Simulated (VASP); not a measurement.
# Sn2Te3Se (P6/mmm) in VASP: a series of runs

Sn2Te3Se is run at these levels: PBE; tasks: single point, relaxation of cell and atoms.

All numbers are computed with VASP 6.6.1; they aren't measurements. Logs are shortened: lines on timing, memory, paths and dates and some standing lists are left out, and cuts for length are marked.

### 1 The cell of the first run

It takes space group P6/mmm (No. 191, hexagonal). Conventional cell: a = 5.665 Å, b = 5.665 Å, c = 6.331 Å, α = 90.00°, β = 90.00°, γ = 120.00°. Within 4.2 Å of Sn (site symmetry -6m2) lie 5 Te at 3.17 to 3.27 Å and 3 Sn at 3.27 Å. Within 4.2 Å of Te (site symmetry -6m2) lie 2 Sn at 3.17 Å and 3 Te at 3.27 Å and 3 Se at 3.27 Å. Within 4.2 Å of Te (site symmetry 6/mmm) lie 2 Se at 3.17 Å and 6 Sn at 3.27 Å. Within 4.2 Å of Se (site symmetry 6/mmm) lie 8 Te at 3.17 to 3.27 Å.

### 2 Single point, PBE

INCAR

```
PREC = Accurate ; ENCUT = 520
EDIFF = 1E-6 ; ISMEAR = 0
SIGMA = 0.1 ; LREAL = False
LASPH = True ; NELM = 100
ALGO = Normal ; ISIF = 2
LWAVE = False ; LCHARG = True
GGA = PE ; LELF = True
LVHAR = True ; NBANDS = 35
```

KPOINTS

```
Automatic mesh
0
Gamma
  12 12 6
```

POSCAR

```
Sn2Te3Se
1.0
    5.6651094016      0.0000000000      0.0000000000
   -2.8325547008      4.9061286570      0.0000000000
    0.0000000000      0.0000000000      6.3308994507
Sn Te Se
2 3 1
Direct
    0.3333333333      0.6666666667      0.5000000000
    0.6666666667      0.3333333333      0.5000000000
    0.3333333333      0.6666666667      0.0000000000
    0.6666666667      0.3333333333      0.0000000000
    0.0000000000      0.0000000000      0.5000000000
    0.0000000000      0.0000000000      0.0000000000
```

Potentials or basis: VASP PAW PBE potentials, release 64 (Sn_d, Te, Se).

Command:

```bash
cat potpaw_PBE.64/Sn_d/POTCAR potpaw_PBE.64/Te/POTCAR potpaw_PBE.64/Se/POTCAR > POTCAR
mpirun -np 1 vasp_std > vasp.out
```

OUTCAR:

```text
PREC = Accurate
   ENCUT = 520
   EDIFF = 1E-6
   ISMEAR = 0
   LREAL = False
   LASPH = True
   NELM = 100
   ISIF = 2
   GGA = PE

 ion  position               nearest neighbor table
   1  0.333  0.667  0.500-   3 3.17   3 3.17   2 3.27   5 3.27   2 3.27   5 3.27   5 3.27   2 3.27

   2  0.667  0.333  0.500-   4 3.17   4 3.17   1 3.27   5 3.27   1 3.27   5 3.27   5 3.27   1 3.27

   3  0.333  0.667  0.000-   1 3.17   1 3.17   4 3.27   4 3.27   4 3.27
   4  0.667  0.333  0.000-   2 3.17   2 3.17   3 3.27   3 3.27   3 3.27
   5  0.000  0.000  0.500-   6 3.17   6 3.17   1 3.27   2 3.27   1 3.27   2 3.27   2 3.27   1 3.27

   6  0.000  0.000  0.000-   5 3.17   5 3.17

  LATTYP: Found a hexagonal cell.
 ALAT       =     5.6651094016
 C/A-ratio  =     1.1175246587

  Lattice vectors:

 A1 = (   5.6651094016,   0.0000000000,   0.0000000000)
 A2 = (  -2.8325547008,   4.9061286570,   0.0000000000)
 A3 = (   0.0000000000,   0.0000000000,   6.3308994507)

Analysis of symmetry for initial positions (statically):
=====================================================================
 Subroutine PRICEL returns:
 Original cell was already a primitive cell.

 Routine SETGRP: Setting up the symmetry group for a
 hexagonal supercell.

 Subroutine GETGRP returns: Found 24 space group operations
 (whereof 24 operations were pure point group operations)
 out of a pool of 24 trial point group operations.

The static configuration has the point symmetry D_6h.

Analysis of symmetry for dynamics (positions and initial velocities):
=====================================================================
 Subroutine PRICEL returns:
 Original cell was already a primitive cell.

 Routine SETGRP: Setting up the symmetry group for a
 hexagonal supercell.

 Subroutine GETGRP returns: Found 24 space group operations
 (whereof 24 operations were pure point group operations)
 out of a pool of 24 trial point group operations.

The dynamic configuration has the point symmetry D_6h.

 Subroutine INISYM returns: Found 24 space group operations
 (whereof 24 operations are pure point group operations),
 and found     1 'primitive' translations

----------------------------------------------------------------------------------------

                                     Primitive cell

  volume of cell :     175.9595

  direct lattice vectors                    reciprocal lattice vectors
[... 97 lines left out ...]
   EDIFFG = 0.1E-04   stopping-criterion for IOM
   NSW    =      0    number of steps for IOM
   IBRION =     -1    ionic relax: 0-MD 1-quasi-New 2-CG
   NFREE  =      0    steps in history (QN), initial steepest desc. (CG)
   ISIF   =      2    stress and relaxation
   ISYM   =      2    0-nonsym 1-usesym 2-fastsym
   POTIM  = 0.5000    time-step for ionic-motion
   TEBEG  =    0.0;   TEEND  =   0.0 temperature during run
   PSTRESS=    0.0 pullay stress
   NELECT =      52.0000    total number of electrons
   NUPDOWN=      -1.0000    fix difference up-down
   EMIN   =  10.00;   EMAX   =-10.00  energy-range for DOS
   EFERMI =   0.00;   METHOD = LEGACY
   ISMEAR =     0;   SIGMA  =   0.10  broadening in eV -4-tet -1-fermi 0-gaus
   EFERMI_NEDOS =   21; number of points for ismear=-14 and -15
   IALGO  =     38    algorithm
   IMIX   =      4    mixing-type and parameters
     AMIX     =   0.40;   BMIX     =  1.00
     AMIX_MAG =   1.60;   BMIX_MAG =  1.00
  volume/ion in A,a.u.               =      29.33       197.91
  Fermi-wavevector in a.u.,A,eV,Ry     =   1.090448  2.060648 16.178380  1.189077
  Thomas-Fermi vector in A             =   2.226673
   LORBIT       =      0    0 simple, 1 ext, 2 COOP (PROOUT), +10 PAW based schemes
   GGA     = PE    functional components
   LHFCALC =     F    Hartree Fock is set to
   AEXX    =    0.0000 exact exchange contribution
   IVDW    =     0    specifies the selected vdW correction
   LEPSILON=     F    determine dielectric tensor
   LRPA    =     F    only Hartree local field effects (RPA)
 non-spin polarized calculation
 Gauss-broadening in eV      SIGMA  =   0.10
  energy-cutoff  :      520.00
  volume of cell :      175.96
 maximum number of plane-waves:      4788
   NGX = 21   NGY = 21   NGZ = 23

 number of electron      51.9999982 magnetization

 Free energy of the ion-electron system (eV)
  ---------------------------------------------------
  ext. energy  EPLUGINS =         0.00000000
  ---------------------------------------------------
  free energy    TOTEN  =       -20.01957482 eV

  energy without entropy =      -20.00332301  energy(sigma->0) =      -20.01144892

 E-fermi :   6.5398     XC(G=0):  -9.7089

 val. band max:        6.5388855509   @ k =   0.3333   0.0833   0.5000
 cond. band min:       6.5401358529   @ k =   0.2500   0.0833   0.0000
 fundamental gap:      0.0012503019
 Fermi energy:         6.5398137249

 k-point     1 :       0.0000    0.0000    0.0000
  band No.  band energies     occupation
      1     -15.0722      2.00000
      2     -15.0297      2.00000
      3     -15.0297      2.00000
      4     -15.0285      2.00000
      5     -15.0285      2.00000
      6     -14.9897      2.00000
[... 901 lines left out ...]
     34      11.0113      0.00000
     35      11.0746      0.00000

 [... further k-points ...]

------------------------ aborting loop because EDIFF is reached ----------------------------------------

  FORCE on cell =-STRESS in cart. coord.  units (eV):
  Direction    XX          YY          ZZ          XY          YZ          ZX
  --------------------------------------------------------------------------------------
  -------------------------------------------------------------------------------------
  Total       -0.0527454     -0.0527454     -0.0351269      0.0000000      0.0000000      0.0000000
  in kB       -0.4802666     -0.4802666     -0.3198440      0.0000000      0.0000000      0.0000000
  external PRESSURE =      -0.4267924 kB  Pullay stress =       0.0000000 kB

 VOLUME and BASIS-vectors are now :
 -----------------------------------------------------------------------------
  energy-cutoff  :      520.00
  volume of cell :      175.96
      direct lattice vectors                 reciprocal lattice vectors
     5.665109402  0.000000000  0.000000000     0.176519098  0.101913349  0.000000000
    -2.832554701  4.906128657  0.000000000     0.000000000  0.203826697  0.000000000
     0.000000000  0.000000000  6.330899451     0.000000000  0.000000000  0.157955439

 POSITION                                       TOTAL-FORCE (eV/Angst)
 -----------------------------------------------------------------------------------
     -0.00000      3.27075      3.16545        -0.000000     -0.000000      0.000000
      2.83255      1.63538      3.16545         0.000000      0.000000      0.000000
     -0.00000      3.27075      0.00000         0.000000      0.000000     -0.000000
      2.83255      1.63538      0.00000        -0.000000      0.000000      0.000000
      0.00000      0.00000      3.16545        -0.000000      0.000000      0.000000
      0.00000      0.00000      0.00000        -0.000000      0.000000      0.000000
 -----------------------------------------------------------------------------------
    total drift:                                0.000000      0.000000     -0.000000

  FREE ENERGIE OF THE ION-ELECTRON SYSTEM (eV)
  ---------------------------------------------------
  free  energy   TOTEN  =       -20.0195748185 eV

  energy  without entropy=      -20.0033230148  energy(sigma->0) =      -20.01144892
```

stdout:

```text
POSCAR found type information on POSCAR SnTeSe
 POSCAR found :  3 types and       6 ions
 scaLAPACK will be used
 LDA part: xc-table for (Slater+PW92), standard interpolation
 POSCAR, INCAR and KPOINTS ok, starting setup
 FFT: planning ... GRIDC
 FFT: planning ... GRID_SOFT
 FFT: planning ... GRID
 WAVECAR not read
 entering main loop
```

Run time: 15 min. Hardware: 1 thread of Intel Xeon Platinum 8488C (Sapphire Rapids), shared host; peak memory 0.56 GiB.

What came out:

```
Free energy            : -20.0196 eV
Pressure               : 0.0 GPa
Band gap on the k mesh : zero (band 26 reaches 7.21 eV, above the bottom of band 27 at 5.13 eV)
```

Caveat: spin-orbit coupling is left out, which moves the levels of the heavy elements.

### 3 Relaxation of cell and atoms, PBE

This run uses another cell than the first one, of the same volume but with other edges.

INCAR

```
PREC = Accurate
ENCUT = 600
EDIFF = 1E-6
ISMEAR = 0
SIGMA = 0.1
LREAL = False
LASPH = True
NELM = 80
ALGO = Normal
ISIF = 3
LWAVE = False
LCHARG = False
GGA = PE
IBRION = 2
NSW = 100
EDIFFG = -0.01
```

KPOINTS

```
regular mesh
0
Gamma
  6 6 6
```

Edit POSCAR of step 2 so:

```diff
@@ -2,5 +2,5 @@
 1.0
-    5.6651094016      0.0000000000      0.0000000000
-   -2.8325547008      4.9061286570      0.0000000000
-    0.0000000000      0.0000000000      6.3308994507
+    5.8116604936      0.0000000000      0.0000000000
+   -2.9058302468      5.0330456257      0.0000000000
+    0.0000000000      0.0000000000      6.0251163096
 Sn Te Se
```

Potentials or basis: VASP PAW PBE potentials, release 64 (Sn_d, Te, Se).

Command:

```bash
cat potpaw_PBE.64/Sn_d/POTCAR potpaw_PBE.64/Te/POTCAR potpaw_PBE.64/Se/POTCAR > POTCAR
mpirun -np 1 vasp_std > vasp.out
```

OUTCAR:

```text
PREC = Accurate
   ENCUT = 600
   EDIFF = 1E-6
   ISMEAR = 0
   LREAL = False
   LASPH = True
   NELM = 80
   ISIF = 3
   GGA = PE
   IBRION = 2
   NSW = 100
   EDIFFG = -0.01

 ion  position               nearest neighbor table
   1  0.333  0.667  0.500-   3 3.01   3 3.01   5 3.36   2 3.36   2 3.36   5 3.36   5 3.36   2 3.36

   2  0.667  0.333  0.500-   4 3.01   4 3.01   5 3.36   1 3.36   1 3.36   5 3.36   5 3.36   1 3.36

   3  0.333  0.667  0.000-   1 3.01   1 3.01   4 3.36   4 3.36   4 3.36
   4  0.667  0.333  0.000-   2 3.01   2 3.01   3 3.36   3 3.36   3 3.36
   5  0.000  0.000  0.500-   6 3.01   6 3.01   1 3.36   2 3.36   2 3.36   1 3.36   2 3.36   1 3.36

   6  0.000  0.000  0.000-   5 3.01   5 3.01

  LATTYP: Found a hexagonal cell.
 ALAT       =     5.8116604936
 C/A-ratio  =     1.0367288860
[... 476 lines left out ...]
  ---------------------------------------------------
  free energy    TOTEN  =       -19.97526768 eV

  energy without entropy =      -19.96247558  energy(sigma->0) =      -19.96887163

 E-fermi :   6.6107     XC(G=0):  -9.7168

 val. band max:        6.5742709291   @ k =   0.3333   0.1667   0.5000
 cond. band min:       6.6633171064   @ k =   0.5000   0.0000   0.5000
 fundamental gap:      0.0890461773
 Fermi energy:         6.6107104267

 k-point     1 :       0.0000    0.0000    0.0000
  band No.  band energies     occupation
      1     -15.0961      2.00000
      2     -15.0622      2.00000
      3     -15.0622      2.00000
      4     -15.0556      2.00000
      5     -15.0556      2.00000
      6     -15.0143      2.00000
[... 805 lines left out ...]
     30       8.0380      0.00000
     31       8.1660      0.00000

 [... further k-points ...]

------------------------ aborting loop because EDIFF is reached ----------------------------------------

  FORCE on cell =-STRESS in cart. coord.  units (eV):
  Direction    XX          YY          ZZ          XY          YZ          ZX
  --------------------------------------------------------------------------------------
  -------------------------------------------------------------------------------------
  Total       -0.0093149     -0.0093149     -0.0101433     -0.0000000      0.0000000      0.0000000
  in kB       -0.0849598     -0.0849598     -0.0925159     -0.0000000      0.0000000      0.0000000
  external PRESSURE =      -0.0874785 kB  Pullay stress =       0.0000000 kB
[... 21 lines left out ...]
  FREE ENERGIE OF THE ION-ELECTRON SYSTEM (eV)
  ---------------------------------------------------
  free  energy   TOTEN  =       -19.9752676843 eV

  energy  without entropy=      -19.9624755810  energy(sigma->0) =      -19.96887163

 reached required accuracy - stopping structural energy minimisation
```

CONTCAR:

```text
Sn2Te3Se
   1.00000000000000
     5.6673625350049637   -0.0000000000000000   -0.0000000000000000
    -2.8336812675024818    4.9080799278371359    0.0000000000000000
     0.0000000000000000    0.0000000000000000    6.3151093883523988
  Sn              Te              Se
     2     3     1
Direct
     0.3333333332999970    0.6666666667000030    0.5000000000000000
     0.6666666667000030    0.3333333332999970    0.5000000000000000
     0.3333333332999970    0.6666666667000030    0.0000000000000000
     0.6666666667000030    0.3333333332999970    0.0000000000000000
     0.0000000000000000    0.0000000000000000    0.5000000000000000
     0.0000000000000000    0.0000000000000000    0.0000000000000000

  0.00000000E+00  0.00000000E+00  0.00000000E+00
  0.00000000E+00  0.00000000E+00  0.00000000E+00
  0.00000000E+00  0.00000000E+00  0.00000000E+00
  0.00000000E+00  0.00000000E+00  0.00000000E+00
  0.00000000E+00  0.00000000E+00  0.00000000E+00
  0.00000000E+00  0.00000000E+00  0.00000000E+00
```

Wall time 25 min (1 thread of Intel Xeon Platinum 8488C (Sapphire Rapids), shared host); peak memory 0.46 GiB.

Results:

```yaml
Free_energy: -19.9753 eV
Relaxed_volume: 29.28 Å³/atom
Relaxed_cell: a = 5.667 Å, b = 5.667 Å, c = 6.315 Å, α = 90.00°, β = 90.00°, γ = 120.00°
Space_group_after_relaxing_to_0.05_Å: P6/mmm (No. 191)
Energy_gained_by_relaxing: 21.6 meV/atom
Ionic_steps: 8
Pressure_after_relaxing: 0.0 GPa
Band_gap_on_the_k_mesh: zero (band 26 reaches 7.27 eV, above the bottom of band 27 at 5.12 eV)
```

The path:
```
step  energy change (eV)  largest force (eV/Å)  pressure (GPa)  volume (Å³)
   1              0.0000                0.0000            0.14       176.24
   2             -0.0614                0.0000           -0.16       176.83
   3             -0.1261                0.0000           -0.54       177.70
   4             -0.1261                0.0000           -0.54       177.65
   5             -0.1270                0.0000            0.37       174.35
   6             -0.1295                0.0000           -0.05       175.85
   7             -0.1296                0.0000            0.02       175.58
   8             -0.1297                0.0000           -0.01       175.66
```

Final structure:
```yaml
crystal:
  lattice:
    - [5.66736, 0.00000, 0.00000]
    - [-2.83368, 4.90808, 0.00000]
    - [0.00000, 0.00000, 6.31511]
  atoms:
    - { symbol: Sn, position: [0.33333, 0.66667, 0.50000] }
    - { symbol: Sn, position: [0.66667, 0.33333, 0.50000] }
    - { symbol: Te, position: [0.33333, 0.66667, 0.00000] }
    - { symbol: Te, position: [0.66667, 0.33333, 0.00000] }
    - { symbol: Te, position: [0.00000, 0.00000, 0.50000] }
    - { symbol: Se, position: [0.00000, 0.00000, 0.00000] }
```

Caveat: spin-orbit coupling is left out, which moves the levels of the heavy elements.
